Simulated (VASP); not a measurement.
# Ti12H (a cell with a defect) in VASP: notebook, part 2 of 2

VASP 6.6.1.

**3. Single point, PBE+D3(BJ)**

INCAR

```
  PREC = Accurate
  ENCUT = 520
  EDIFF = 1E-6
  ISMEAR = 0
  SIGMA = 0.15
  LREAL = False
  LASPH = True
  NELM = 60
  ALGO = Normal
  ISIF = 2
  LWAVE = False
  LCHARG = True
  GGA = PE
  IVDW = 12
  LELF = True
  LVHAR = True
  NBANDS = 84
```

KPOINTS

```
Automatic mesh
0
Gamma
  3 2 4
```

POSCAR

```
Ti12H
1.0
    5.9000000000      0.0000000000      0.0000000000
   -4.4250000000      7.6643250000      0.0000000000
    0.0000000000      0.0000000000      4.6846000000
Ti H
12 1
Direct
    0.0014798283      0.0025593315     -0.0007129102
    0.1649635014      0.2217725738      0.5024544317
   -0.0022371148      0.3318224575     -0.0024080083
    0.1628572476      0.5509535469      0.4978292947
   -0.0073610807      0.6642103142     -0.0023486453
    0.1618215295      0.8915873097      0.4997314821
    0.5025022442      0.0041781636      0.0013764944
    0.6681186949      0.2238516419      0.5011135528
    0.5005929409      0.3337989989     -0.0040121998
    0.6641059438      0.5531662653      0.4992030833
    0.5037646170      0.6641420222     -0.0011448691
    0.6747367862      0.8918642137      0.5019017337
    0.3312803116      0.7779375010      0.2482837200
```

Potentials or basis: VASP PAW PBE potentials, release 64 (Ti_sv, H).

On the command line:

```console
> cat potpaw_PBE.64/Ti_sv/POTCAR potpaw_PBE.64/H/POTCAR > POTCAR
> mpirun -np 1 vasp_std > vasp.out
```

OUTCAR:

```text
PREC = Accurate
   ENCUT = 520
   EDIFF = 1E-6
   ISMEAR = 0
   LREAL = False
   LASPH = True
   NELM = 60
   ISIF = 2
   GGA = PE
   IVDW = 12
 IVDW          = 12

 ion  position               nearest neighbor table
   1  0.001  0.003  0.999-  12 2.87   2 2.87   6 2.87   6 2.88  12 2.89   2 2.89
   2  0.165  0.222  0.502-   1 2.87   3 2.87   9 2.88   1 2.89  12 2.91   3 2.91   6 2.91   4 2.92

   3  0.998  0.332  0.998-   8 2.87   2 2.87   4 2.88   4 2.88   8 2.90   7 2.91   2 2.91
   4  0.163  0.551  0.498-   3 2.88   3 2.88   8 2.91  11 2.92   5 2.92   5 2.92   2 2.92
   5  0.993  0.664  0.998-  10 2.88  11 2.88  10 2.89   6 2.91   9 2.91   4 2.92   4 2.92
   6  0.162  0.892  0.500-   1 2.87  12 2.88   1 2.88   5 2.91   7 2.91   2 2.91
   7  0.503  0.004  0.001-   8 2.88   8 2.89   3 2.91   6 2.91  12 2.92  12 2.92
   8  0.668  0.224  0.501-   3 2.87   9 2.87   7 2.88   7 2.89   3 2.90   4 2.91   9 2.91
   9  0.501  0.334  0.996-  10 2.87   8 2.87   2 2.88  10 2.90   8 2.91   5 2.91  11 2.91
  10  0.664  0.553  0.499-   9 2.87  11 2.88   5 2.88  11 2.88   5 2.89   9 2.90
  11  0.504  0.664  0.999-  10 2.88  10 2.88   5 2.88  12 2.91   9 2.91   4 2.92
  12  0.675  0.892  0.502-   1 2.87   6 2.88   1 2.89   2 2.91  11 2.91   7 2.92   7 2.92
  13  0.331  0.778  0.248-

  LATTYP: Found a simple monoclinic cell.
 ALAT       =     5.9000000000
 B/A-ratio  =     0.7940000000
 C/A-ratio  =     1.3228756849
 COS(beta)  =    -0.1889822323

  Lattice vectors:

 A1 = (   5.9000000000,   0.0000000000,   0.0000000000)
 A2 = (   0.0000000000,   0.0000000000,   4.6846000000)
 A3 = (  -1.4750000000,  -7.6643250000,   0.0000000000)

Analysis of symmetry for initial positions (statically):
=====================================================================
 Subroutine PRICEL returns:
 Original cell was already a primitive cell.

 Routine SETGRP: Setting up the symmetry group for a
 simple monoclinic supercell.

 Subroutine GETGRP returns: Found  1 space group operations
 (whereof  1 operations were pure point group operations)
 out of a pool of  4 trial point group operations.

The static configuration has the point symmetry C_1 .

Analysis of symmetry for dynamics (positions and initial velocities):
=====================================================================
 Subroutine PRICEL returns:
 Original cell was already a primitive cell.

 Routine SETGRP: Setting up the symmetry group for a
 simple monoclinic supercell.

 Subroutine GETGRP returns: Found  1 space group operations
 (whereof  1 operations were pure point group operations)
 out of a pool of  4 trial point group operations.

The dynamic configuration has the point symmetry C_1 .

 Subroutine INISYM returns: Found  1 space group operations
 (whereof  1 operations are pure point group operations),
 and found     1 'primitive' translations

----------------------------------------------------------------------------------------

                                     Primitive cell

  volume of cell :     211.8354

  direct lattice vectors                    reciprocal lattice vectors
     5.900000000  0.000000000  0.000000000     0.169491525  0.097855976  0.000000000
    -4.425000000  7.664325000  0.000000000     0.000000000  0.130474634  0.000000000
     0.000000000  0.000000000  4.684600000     0.000000000  0.000000000  0.213465397

  length of vectors
[... 101 lines left out ...]
   NGXF,Y,Z  is equivalent  to a cutoff of  27.05, 26.30, 25.55 a.u.
 SYSTEM =  unknown system
   PREC   = accura    normal or accurate (medium, high low for compatibility)
   ISTART =      0    job   : 0-new  1-cont  2-samecut
   ICHARG =      2    charge: 1-file 2-atom 10-const
   ISPIN  =      1    spin polarized calculation?
   LNONCOLLINEAR =      F non collinear calculations
   LSORBIT =      F    spin-orbit coupling
   LASPH  =      T    aspherical Exc in radial PAW
   ENCUT  =  520.0 eV  38.22 Ry    6.18 a.u.  10.97 16.46  8.71*2*pi/ulx,y,z
   NELM   =     60;   NELMIN=  2; NELMDL= -5     # of ELM steps
   EDIFF  = 0.1E-05   stopping-criterion for ELM
   LREAL  =      F    real-space projection
   EDIFFG = 0.1E-04   stopping-criterion for IOM
   NSW    =      0    number of steps for IOM
   IBRION =     -1    ionic relax: 0-MD 1-quasi-New 2-CG
   NFREE  =      0    steps in history (QN), initial steepest desc. (CG)
   ISIF   =      2    stress and relaxation
   ISYM   =      2    0-nonsym 1-usesym 2-fastsym
   POTIM  = 0.5000    time-step for ionic-motion
   TEBEG  =    0.0;   TEEND  =   0.0 temperature during run
   PSTRESS=    0.0 pullay stress
   NELECT =     145.0000    total number of electrons
   NUPDOWN=      -1.0000    fix difference up-down
   EMIN   =  10.00;   EMAX   =-10.00  energy-range for DOS
   EFERMI =   0.00;   METHOD = LEGACY
   ISMEAR =     0;   SIGMA  =   0.15  broadening in eV -4-tet -1-fermi 0-gaus
   EFERMI_NEDOS =   21; number of points for ismear=-14 and -15
   IALGO  =     38    algorithm
   IMIX   =      4    mixing-type and parameters
     AMIX     =   0.40;   BMIX     =  1.00
     AMIX_MAG =   1.60;   BMIX_MAG =  1.00
  volume/ion in A,a.u.               =      16.30       109.96
  Fermi-wavevector in a.u.,A,eV,Ry     =   1.442773  2.726446 28.321806  2.081594
  Thomas-Fermi vector in A             =   2.561256
   LORBIT       =      0    0 simple, 1 ext, 2 COOP (PROOUT), +10 PAW based schemes
   GGA     = PE    functional components
   LHFCALC =     F    Hartree Fock is set to
   AEXX    =    0.0000 exact exchange contribution
   IVDW    =    12    specifies the selected vdW correction
   LEPSILON=     F    determine dielectric tensor
   LRPA    =     F    only Hartree local field effects (RPA)
 non-spin polarized calculation
 Gauss-broadening in eV      SIGMA  =   0.15
  energy-cutoff  :      520.00
  volume of cell :      211.84
 maximum number of plane-waves:      5706
 NGX is ok and might be reduce to    48
   NGX = 21   NGY = 33   NGZ = 17

 number of electron     144.9999996 magnetization

 Free energy of the ion-electron system (eV)
  ---------------------------------------------------
  ext. energy  EPLUGINS =         0.00000000
  ---------------------------------------------------
  free energy    TOTEN  =       -97.86939069 eV

  energy without entropy =      -97.64802368  energy(sigma->0) =      -97.75870719

 E-fermi :   8.2768     XC(G=0): -11.4757

 val. band max:        8.2731991010   @ k =   0.3333   0.5000   0.5000
 cond. band min:       8.2982223788   @ k =   0.0000   0.0000   0.5000
 fundamental gap:      0.0250232777
 Fermi energy:         8.2768365637

 k-point     1 :       0.0000    0.0000    0.0000
  band No.  band energies     occupation
      1     -48.6278      2.00000
      2     -48.5639      2.00000
      3     -48.5374      2.00000
      4     -48.5343      2.00000
      5     -48.5236      2.00000
      6     -48.5178      2.00000
[... 1207 lines left out ...]
     83       8.7479      0.00001
     84       8.7561      0.00001

------------------------ aborting loop because EDIFF is reached ----------------------------------------

 Edisp (eV)   -7.28488

 E8    (eV) :    -3.4268

  FORCE on cell =-STRESS in cart. coord.  units (eV):
  Direction    XX          YY          ZZ          XY          YZ          ZX
  --------------------------------------------------------------------------------------
  -------------------------------------------------------------------------------------
  Total      -8.91382    -8.89395    -8.62431    -0.02361     0.04986    -0.00806
  in kB     -67.41805   -67.26772   -65.22839    -0.17857     0.37707    -0.06094
  external pressure =      -66.64 kB  Pullay stress =        0.00 kB

 VOLUME and BASIS-vectors are now :
 -----------------------------------------------------------------------------
  energy-cutoff  :      520.00
  volume of cell :      211.84
      direct lattice vectors                 reciprocal lattice vectors
     5.900000000  0.000000000  0.000000000     0.169491525  0.097855976  0.000000000
    -4.425000000  7.664325000  0.000000000     0.000000000  0.130474634  0.000000000
     0.000000000  0.000000000  4.684600000     0.000000000  0.000000000  0.213465397

 POSITION                                       TOTAL-FORCE (eV/Angst)
 -----------------------------------------------------------------------------------
     -0.00259      0.01962      4.68126         0.010642      0.003837      0.002317
     -0.00806      1.69974      2.35380         0.015493      0.005523      0.010399
      4.41849      2.54320      4.67332         0.008842      0.010071     -0.010803
     -1.47711      4.22269      2.33213         0.003743      0.013016     -0.008313
      2.91744      5.09072      4.67360        -0.027501     -0.020042     -0.029994
     -2.99053      6.83341      2.34104        -0.001527      0.011677      0.013884
      2.94627      0.03202      0.00645        -0.003617      0.013908     -0.002243
      2.95136      1.71567      2.34752        -0.014845     -0.015567      0.012538
      1.47644      2.55834      4.66580        -0.006202     -0.003100     -0.010490
      1.47046      4.23965      2.33857         0.000708     -0.005006      0.006354
      0.03338      5.09020      4.67924         0.011087     -0.008071     -0.005414
      0.03445      6.83554      2.35121        -0.022596     -0.001583      0.005218
     -1.48782      5.96237      1.16311         0.025773     -0.004661      0.016547
 -----------------------------------------------------------------------------------
    total drift:                                0.000215     -0.000031     -0.000374

  FREE ENERGIE OF THE ION-ELECTRON SYSTEM (eV)
  ---------------------------------------------------
  free  energy   TOTEN  =      -105.1542753380 eV

  energy  without entropy=     -104.9329083236  energy(sigma->0) =     -105.04359183
```

Wall time 6.7 min (1 thread of Intel Xeon Platinum 8259CL at 2.50GHz (Skylake/Cascade Lake), shared host); peak memory 0.44 GiB.

What came out:

* Free energy: -105.1543 eV
* Pressure: -6.7 GPa
* Largest force: 0.045 eV/Å
* Band gap on the k mesh: zero (an odd number of electrons rules out a gap without spin polarisation)
* Dispersion energy per atom: -0.560 eV

Forces in eV/Å, atoms in the order of the input:
```
Ti   0.011  0.004  0.002
Ti   0.015  0.006  0.010
Ti   0.009  0.010 -0.011
Ti   0.004  0.013 -0.008
Ti  -0.028 -0.020 -0.030
Ti  -0.002  0.012  0.014
Ti  -0.004  0.014 -0.002
Ti  -0.015 -0.016  0.013
Ti  -0.006 -0.003 -0.010
Ti   0.001 -0.005  0.006
Ti   0.011 -0.008 -0.005
Ti  -0.023 -0.002  0.005
H    0.026 -0.005  0.017
```

Levels at points of the mesh, in eV from the Fermi level:
```tsv
k point	band 68	band 69	band 70	band 71	band 72	band 73	band 74	band 75	band 76	band 77
(0.00, 0.00, 0.00)	-0.80	-0.67	-0.61	0.09	0.29	0.40	0.47	0.50	0.55	0.59
(0.00, 0.50, 0.00)	-0.69	-0.43	-0.33	-0.15	-0.01	0.11	0.29	0.36	0.45	0.52
(0.00, 0.00, 0.50)	-0.64	-0.63	-0.61	-0.32	-0.02	0.02	0.08	0.09	0.11	0.35
(0.00, 0.50, 0.50)	-0.63	-0.45	-0.40	-0.34	-0.29	-0.15	-0.01	0.09	0.12	0.37
```

Caveat: the k points lie up to 0.41 Å⁻¹ apart, too coarse for converged energies and pressures of a metal.

The gap in the log of VASP goes by the Fermi energy; the results here count the filled bands.